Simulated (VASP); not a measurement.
# H6Pb (Fm-3m) in VASP: a series of runs

The runs below take H6Pb through single point, relaxation of cell and atoms, with PBE.

Everything below comes from runs of VASP 6.6.1. Logs are shortened: lines on timing, memory, paths and dates and some standing lists are left out, and cuts for length are marked.

## (1) The cell of the first run

Symmetry: Fm-3m, No. 225, cubic system. The conventional cell has a = 6.203 Å, b = 6.203 Å, c = 6.203 Å, α = 90.00°, β = 90.00°, γ = 90.00°. Within 2.9 Å of H (site symmetry mmm) lie 8 H at 2.19 Å and 2 Pb at 2.19 Å. Pb (site symmetry m-3m) has 12 H at 2.19 Å within 2.9 Å.

The cell was generated, and may not be a known phase.

## (2) Single point, PBE

INCAR reads:

```
PREC = Accurate
ENCUT = 520
EDIFF = 1E-6
ISMEAR = 0
SIGMA = 0.1
LREAL = F
LASPH = T
NELM = 100
ALGO = Normal
ISIF = 2
LWAVE = F
LCHARG = T
GGA = PE
LELF = T
LVHAR = T
NBANDS = 19
```

KPOINTS reads:

```
Automatic mesh
0
Gamma
  4 4 4
```

POSCAR reads:

```
H6Pb
1.0
    0.0000000000      3.1013285458      3.1013285458
    3.1013285458      0.0000000000      3.1013285458
    3.1013285458      3.1013285458      0.0000000000
H Pb
6 1
Direct
    0.5000000000      0.5000000000      0.0000000000
    0.5000000000      0.0000000000      0.5000000000
    0.0000000000      0.0000000000      0.5000000000
    0.0000000000      0.5000000000      0.0000000000
    0.0000000000      0.5000000000      0.5000000000
    0.5000000000      0.0000000000      0.0000000000
    0.0000000000      0.0000000000      0.0000000000
```

Potentials or basis: VASP PAW PBE potentials, release 64 (H, Pb_d).

Command:

```
cat potpaw_PBE.64/H/POTCAR potpaw_PBE.64/Pb_d/POTCAR > POTCAR
mpirun -np 1 vasp_std > vasp.out
```

OUTCAR:

```text
PREC = Accurate
   ENCUT = 520
   EDIFF = 1E-6
   ISMEAR = 0
   LREAL = F
   LASPH = T
   NELM = 100
   ISIF = 2
   GGA = PE

 ion  position               nearest neighbor table
   1  0.500  0.500  0.000-   7 2.19   7 2.19
   2  0.500  0.000  0.500-   7 2.19   7 2.19
   3  0.000  0.000  0.500-   7 2.19   7 2.19
   4  0.000  0.500  0.000-   7 2.19   7 2.19
   5  0.000  0.500  0.500-   7 2.19   7 2.19
   6  0.500  0.000  0.000-   7 2.19   7 2.19
   7  0.000  0.000  0.000-   3 2.19   4 2.19   6 2.19   2 2.19   3 2.19   5 2.19   1 2.19   4 2.19
                             5 2.19   1 2.19   2 2.19   6 2.19

  LATTYP: Found a face centered cubic cell.
 ALAT       =     6.2026570916

  Lattice vectors:

 A1 = (   0.0000000000,   3.1013285458,   3.1013285458)
 A2 = (   3.1013285458,   0.0000000000,   3.1013285458)
 A3 = (   3.1013285458,   3.1013285458,   0.0000000000)

Analysis of symmetry for initial positions (statically):
=====================================================================
 Subroutine PRICEL returns:
 Original cell was already a primitive cell.

 Routine SETGRP: Setting up the symmetry group for a
 face centered cubic supercell.

 Subroutine GETGRP returns: Found 48 space group operations
 (whereof 48 operations were pure point group operations)
 out of a pool of 48 trial point group operations.

The static configuration has the point symmetry O_h .

Analysis of symmetry for dynamics (positions and initial velocities):
=====================================================================
 Subroutine PRICEL returns:
 Original cell was already a primitive cell.

 Routine SETGRP: Setting up the symmetry group for a
 face centered cubic supercell.

 Subroutine GETGRP returns: Found 48 space group operations
 (whereof 48 operations were pure point group operations)
 out of a pool of 48 trial point group operations.

The dynamic configuration has the point symmetry O_h .

 Subroutine INISYM returns: Found 48 space group operations
 (whereof 48 operations are pure point group operations),
 and found     1 'primitive' translations

----------------------------------------------------------------------------------------

                                     Primitive cell

  volume of cell :      59.6586

  direct lattice vectors                    reciprocal lattice vectors
     0.000000000  3.101328546  3.101328546    -0.161221229  0.161221229  0.161221229
     3.101328546  0.000000000  3.101328546     0.161221229 -0.161221229  0.161221229
     3.101328546  3.101328546  0.000000000     0.161221229  0.161221229 -0.161221229

  length of vectors
     4.385940891  4.385940891  4.385940891     0.279243360  0.279243360  0.279243360

  position of ions in fractional coordinates (direct lattice)
     0.500000000  0.500000000  0.000000000
     0.500000000  0.000000000  0.500000000
     0.000000000  0.000000000  0.500000000
     0.000000000  0.500000000  0.000000000
     0.000000000  0.500000000  0.500000000
     0.500000000  0.000000000  0.000000000
     0.000000000  0.000000000  0.000000000

  ion indices of the primitive-cell ions
   primitive index   ion index
                 1           1
                 2           2
                 3           3
                 4           4
                 5           5
                 6           6
                 7           7

----------------------------------------------------------------------------------------

 KPOINTS: Automatic mesh

Automatic generation of k-mesh.
 Grid dimensions read from file:
 generate k-points for:    4    4    4

 Generating k-lattice:

  Cartesian coordinates                     Fractional coordinates (reciprocal lattice)
    -0.040305307  0.040305307  0.040305307     0.250000000  0.000000000  0.000000000
     0.040305307 -0.040305307  0.040305307     0.000000000  0.250000000  0.000000000
     0.040305307  0.040305307 -0.040305307     0.000000000  0.000000000  0.250000000

  Length of vectors
     0.069810840  0.069810840  0.069810840

  Shift w.r.t. Gamma in fractional coordinates (k-lattice)
     0.000000000  0.000000000  0.000000000

 Subroutine IBZKPT returns following result:
 ===========================================

 Found      8 irreducible k-points:

 Following reciprocal coordinates:
            Coordinates               Weight
  0.000000  0.000000  0.000000      1.000000
  0.250000  0.000000  0.000000      8.000000
  0.500000  0.000000  0.000000      4.000000
  0.250000  0.250000  0.000000      6.000000
  0.500000  0.250000  0.000000     24.000000
 -0.250000  0.250000  0.000000     12.000000
  0.500000  0.500000  0.000000      3.000000
 -0.250000  0.500000  0.250000      6.000000
   k-points           NKPTS =      8   k-points in BZ     NKDIM =      8   number of bands    NBANDS=     19
   number of dos      NEDOS =    301   number of ions     NIONS =      7
   total plane-waves  NPLWV =  46656
   dimension x,y,z NGX =    36 NGY =   36 NGZ =   36
[... 56 lines left out ...]
  ---------------------------------------------------
  ext. energy  EPLUGINS =         0.00000000
  ---------------------------------------------------
  free energy    TOTEN  =       -15.51265667 eV

  energy without entropy =      -15.49702569  energy(sigma->0) =      -15.50484118

 E-fermi :   2.9517     XC(G=0):  -9.4380

 val. band max:        2.9451564470   @ k =   0.2500   0.0000   0.0000
 cond. band min:       3.0111409446   @ k =  -0.2500   0.2500   0.0000
 fundamental gap:      0.0659844976
 Fermi energy:         2.9517247367

 k-point     1 :       0.0000    0.0000    0.0000
  band No.  band energies     occupation
      1     -13.8100      2.00000
      2     -13.8100      2.00000
      3     -13.8100      2.00000
      4     -13.7353      2.00000
      5     -13.7353      2.00000
      6      -8.8237      2.00000
[... 11 lines left out ...]
     18      11.8533      0.00000
     19      11.8533      0.00000

 k-point     2 :       0.2500    0.0000    0.0000
  band No.  band energies     occupation
      1     -13.7976      2.00000
      2     -13.7889      2.00000
      3     -13.7889      2.00000
      4     -13.7222      2.00000
      5     -13.7222      2.00000
      6      -8.1615      2.00000
[... 11 lines left out ...]
     18      13.4260      0.00000
     19      13.4260      0.00000

 k-point     3 :       0.5000    0.0000    0.0000
  band No.  band energies     occupation
      1     -13.7873      2.00000
      2     -13.7820      2.00000
      3     -13.7820      2.00000
      4     -13.6943      2.00000
      5     -13.6943      2.00000
      6      -6.9260      2.00000
[... 11 lines left out ...]
     18      14.0792      0.00000
     19      14.2856      0.00000

 k-point     4 :       0.2500    0.2500    0.0000
  band No.  band energies     occupation
      1     -13.8234      2.00000
      2     -13.7562      2.00000
      3     -13.7562      2.00000
      4     -13.7440      2.00000
      5     -13.7116      2.00000
      6      -7.9330      2.00000
[... 11 lines left out ...]
     18      13.1078      0.00000
     19      13.1078      0.00000

 k-point     5 :       0.5000    0.2500    0.0000
  band No.  band energies     occupation
      1     -13.8056      2.00000
      2     -13.7492      2.00000
      3     -13.7398      2.00000
      4     -13.7232      2.00000
      5     -13.6930      2.00000
      6      -6.6575      2.00000
[... 11 lines left out ...]
     18      14.8851      0.00000
     19      15.2614      0.00000

 k-point     6 :      -0.2500    0.2500    0.0000
  band No.  band energies     occupation
      1     -13.7834      2.00000
      2     -13.7734      2.00000
      3     -13.7533      2.00000
      4     -13.7234      2.00000
      5     -13.7053      2.00000
      6      -7.1597      2.00000
[... 11 lines left out ...]
     18      15.0404      0.00000
     19      15.2278      0.00000

 k-point     7 :       0.5000    0.5000    0.0000
  band No.  band energies     occupation
      1     -13.8369      2.00000
      2     -13.7549      2.00000
      3     -13.7004      2.00000
      4     -13.7004      2.00000
      5     -13.6879      2.00000
      6      -6.0131      2.00000
[... 11 lines left out ...]
     18      16.0471      0.00000
     19      16.0473      0.00000

 k-point     8 :      -0.2500    0.5000    0.2500
  band No.  band energies     occupation
      1     -13.7706      2.00000
      2     -13.7706      2.00000
      3     -13.7376      2.00000
      4     -13.7041      2.00000
      5     -13.7004      2.00000
      6      -5.9829      2.00000
[... 11 lines left out ...]
     18      16.0604      0.00000
     19      16.0604      0.00000

------------------------ aborting loop because EDIFF is reached ----------------------------------------

  FORCE on cell =-STRESS in cart. coord.  units (eV):
  Direction    XX          YY          ZZ          XY          YZ          ZX
  --------------------------------------------------------------------------------------
  -------------------------------------------------------------------------------------
  Total       -0.0288437     -0.0288437     -0.0288437     -0.0000000     -0.0000000      0.0000000
  in kB       -0.7746196     -0.7746196     -0.7746196     -0.0000000     -0.0000000      0.0000000
  external PRESSURE =      -0.7746196 kB  Pullay stress =       0.0000000 kB

 VOLUME and BASIS-vectors are now :
 -----------------------------------------------------------------------------
  energy-cutoff  :      520.00
  volume of cell :       59.66
      direct lattice vectors                 reciprocal lattice vectors
     0.000000000  3.101328546  3.101328546    -0.161221229  0.161221229  0.161221229
     3.101328546  0.000000000  3.101328546     0.161221229 -0.161221229  0.161221229
     3.101328546  3.101328546  0.000000000     0.161221229  0.161221229 -0.161221229

 POSITION                                       TOTAL-FORCE (eV/Angst)
 -----------------------------------------------------------------------------------
      1.55066      1.55066      3.10133         0.000000     -0.000000      0.000000
      1.55066      3.10133      1.55066         0.000000      0.000000      0.000000
      1.55066      1.55066      0.00000        -0.000000      0.000000     -0.000000
      1.55066      0.00000      1.55066        -0.000000      0.000000     -0.000000
      3.10133      1.55066      1.55066        -0.000000     -0.000000      0.000000
      0.00000      1.55066      1.55066        -0.000000      0.000000     -0.000000
      0.00000      0.00000      0.00000         0.000000      0.000000      0.000000
 -----------------------------------------------------------------------------------
    total drift:                               -0.000000      0.000000      0.000000

  FREE ENERGIE OF THE ION-ELECTRON SYSTEM (eV)
  ---------------------------------------------------
  free  energy   TOTEN  =       -15.5126566711 eV

  energy  without entropy=      -15.4970256924  energy(sigma->0) =      -15.50484118
```

It took 7.4 s on 1 thread of Intel Xeon 6975P-C (Granite Rapids), shared host; peak memory 0.2 GiB.

Results:

| Quantity | Value |
| --- | --- |
| Free energy | -15.5127 eV |
| Pressure | -0.1 GPa |
| Band gap on the k mesh | zero (bands 10 and 11 overlap by 1.55 eV) |

Levels at points of the mesh, in eV from the Fermi level:
| k point | band 6 | band 7 | band 8 | band 9 | band 10 | band 11 | band 12 | band 13 | band 14 | band 15 |
| --- | --- | --- | --- | --- | --- | --- | --- | --- | --- | --- |
| (0.00, 0.00, 0.00) | -11.78 | -1.05 | -1.05 | -1.05 | 1.29 | 1.61 | 1.61 | 1.97 | 1.97 | 1.97 |
| (0.50, 0.00, 0.00) | -9.88 | -7.13 | -2.10 | -2.10 | -0.29 | -0.26 | -0.26 | 5.97 | 6.02 | 6.02 |
| (0.50, 0.50, 0.00) | -8.96 | -7.03 | -4.02 | -4.02 | -2.29 | 0.09 | 1.72 | 8.32 | 8.44 | 8.44 |

Caveat: the k points lie up to 0.44 Å⁻¹ apart, too coarse for converged energies and pressures of a metal; spin-orbit coupling is left out, which moves the levels of the heavy elements.

## (3) Single point, PBE

This run uses another cell than the first one, of 11.59 Å³/atom.

INCAR reads:

```
PREC     = Accurate       # precision mode
ENCUT    = 520            # plane-wave cutoff, eV
EDIFF    = 1E-6           # SCF threshold, eV
ISMEAR   = 0              # smearing method
SIGMA    = 0.1            # smearing width, eV
LREAL    = F              # projectors in reciprocal space
LASPH    = T              # aspherical terms in the spheres
NELM     = 100            # most SCF steps
ALGO     = Normal         # electronic algorithm
ISIF     = 2              # what is computed and relaxed
LWAVE    = F              # write WAVECAR
LCHARG   = F              # write CHGCAR
GGA      = PE             # functional
NBANDS   = 19             # bands
```

KPOINTS is that of step 2.

POSCAR, as its differences from that of step 2:

```diff
@@ -2,5 +2,5 @@
 1.0
-    0.0000000000      3.1013285458      3.1013285458
-    3.1013285458      0.0000000000      3.1013285458
-    3.1013285458      3.1013285458      0.0000000000
+    0.0000000000      3.4363751200      3.4363751200
+    3.4363751200      0.0000000000      3.4363751200
+    3.4363751200      3.4363751200      0.0000000000
 H Pb
```

Potentials or basis: VASP PAW PBE potentials, release 64 (H, Pb_d).

Command:

```
cat potpaw_PBE.64/H/POTCAR potpaw_PBE.64/Pb_d/POTCAR > POTCAR
mpirun -np 1 vasp_std > vasp.out
```

Run time: 7.3 s. Hardware: 1 thread of Intel Xeon 6975P-C (Granite Rapids), shared host; peak memory 0.2 GiB.

It converged, with:

```yaml
Free_energy: -14.7915 eV
Pressure: -8.5 GPa
Band_gap_on_the_k_mesh: zero (bands 10 and 11 overlap by 0.52 eV)
```

Levels at points of the mesh, in eV from the Fermi level:
```
           k point  band 6  band 7  band 8  band 9  band 10  band 11  band 12  band 13  band 14  band 15
(0.00, 0.00, 0.00)   -9.40   -0.70   -0.70   -0.70    -0.17     1.33     1.33     2.08     2.08     2.08
(0.50, 0.00, 0.00)   -8.23   -5.06   -1.26   -1.26    -0.73    -0.02    -0.02     5.05     5.05     6.46
(0.50, 0.50, 0.00)   -7.72   -5.01   -2.71   -2.71    -1.52     0.03     1.56     6.76     6.76     7.56
```

Caveat: the k points lie up to 0.40 Å⁻¹ apart, too coarse for converged energies and pressures of a metal; spin-orbit coupling is left out, which moves the levels of the heavy elements.

## (4) Relaxation of cell and atoms, PBE

This run uses another cell than the first one, of 11.59 Å³/atom.

INCAR reads:

```
SYSTEM = H6Pb
ALGO = Normal ; EDIFF = 1E-7
EDIFFG = -0.04 ; ENCUT = 600
GGA = PE ; IBRION = 2
ISIF = 3 ; ISMEAR = 0
LASPH = .TRUE. ; LCHARG = .FALSE.
LREAL = .FALSE. ; LWAVE = .FALSE.
NELM = 100 ; NSW = 90
PREC = Accurate ; SIGMA = 0.1
```

KPOINTS reads:

```
k-points
0
G
  4 4 4
  0 0 0
```

POSCAR is that of step 3.

Command:

```
cat potpaw_PBE.64/H/POTCAR potpaw_PBE.64/Pb_d/POTCAR > POTCAR
mpirun -np 1 vasp_std > vasp.out
```

It took 52 s on 1 thread of Intel Xeon 6975P-C (Granite Rapids), shared host; peak memory 0.24 GiB.

Results (log left out):

```
Free energy                           : -15.5158 eV
Relaxed volume                        : 8.56 Å³/atom
Relaxed cell                          : a = 4.392 Å, b = 4.392 Å, c = 4.392 Å, α = 60.00°, β = 60.00°, γ = 60.00°
Space group after relaxing (to 0.1 Å) : Fm-3m (No. 225)
Energy gained by relaxing             : 103.4 meV/atom
Ionic steps                           : 6
Pressure after relaxing               : -0.1 GPa
Band gap on the k mesh                : zero (bands 10 and 11 overlap by 1.52 eV)
```

The path:
| step | energy change (eV) | largest force (eV/Å) | pressure (GPa) | volume (Å³) |
| --- | --- | --- | --- | --- |
| 1 | 0.0000 | 0.0000 | -8.46 | 81.16 |
| 2 | -0.3471 | 0.0000 | -7.30 | 74.18 |
| 3 | -0.6828 | 0.0000 | -2.94 | 64.19 |
| 4 | -0.1219 | 0.0000 | 19.43 | 47.00 |
| 5 | -0.7207 | 0.0000 | -0.82 | 61.00 |
| 6 | -0.7238 | 0.0000 | -0.08 | 59.92 |

Final structure:
```yaml
crystal:
  lattice:
    - [0.00000, 3.10585, 3.10585]
    - [3.10585, 0.00000, 3.10585]
    - [3.10585, 3.10585, 0.00000]
  atoms:
    - { symbol: H, position: [0.50000, 0.50000, 0.00000] }
    - { symbol: H, position: [0.50000, 0.00000, 0.50000] }
    - { symbol: H, position: [0.00000, 0.00000, 0.50000] }
    - { symbol: H, position: [0.00000, 0.50000, 0.00000] }
    - { symbol: H, position: [0.00000, 0.50000, 0.50000] }
    - { symbol: H, position: [0.50000, 0.00000, 0.00000] }
    - { symbol: Pb, position: [0.00000, 0.00000, 0.00000] }
```

Levels at points of the mesh, in eV from the Fermi level:
| k point | band 7 | band 8 | band 9 | band 10 | band 11 | band 12 | band 13 | band 14 |
| --- | --- | --- | --- | --- | --- | --- | --- | --- |
| (0.00, 0.00, 0.00) | -1.04 | -1.04 | -1.04 | 1.27 | 1.61 | 1.61 | 1.97 | 1.97 |
| (0.50, 0.00, 0.00) | -7.09 | -2.08 | -2.08 | -0.29 | -0.25 | -0.25 | 5.98 | 6.01 |
| (0.50, 0.50, 0.00) | -6.99 | -3.99 | -3.99 | -2.28 | 0.09 | 1.72 | 8.41 | 8.41 |

Caveat: the k points lie up to 0.44 Å⁻¹ apart in the final cell, too coarse for converged energies and pressures of a metal; the volume moved by over 15 % at a fixed basis, so the end points are rough; spin-orbit coupling is left out, which moves the levels of the heavy elements.

## (5) Summary

| task | cell | cutoff (eV) | gap on the mesh (eV) | pressure (GPa) |
| --- | --- | --- | --- | --- |
| single point | a = 4.386 Å, angles 60.0°, 7 atoms | 520 | none | -0.1 |
| single point | a = 4.860 Å, angles 60.0°, 7 atoms | 520 | none | -8.5 |
| relaxation of cell and atoms | relaxed from a = 4.860 Å, angles 60.0°, 7 atoms | 600 | none | -0.1 |

Alike in all rows: level PBE; potentials or basis VASP PAW PBE potentials, release 64 (H, Pb_d); no spin polarisation; k mesh 4 × 4 × 4; smearing gaussian 0.1 eV.

Caveats: all runs use coarse meshes; spin-orbit coupling is left out, which moves the levels of the heavy elements; the volume moved by over 15 % at a fixed basis, so the end points are rough (at least some runs).

Absolute energies hang on the potentials; compare differences alone.

The gap in the log of VASP goes by the Fermi energy; the results here count the filled bands.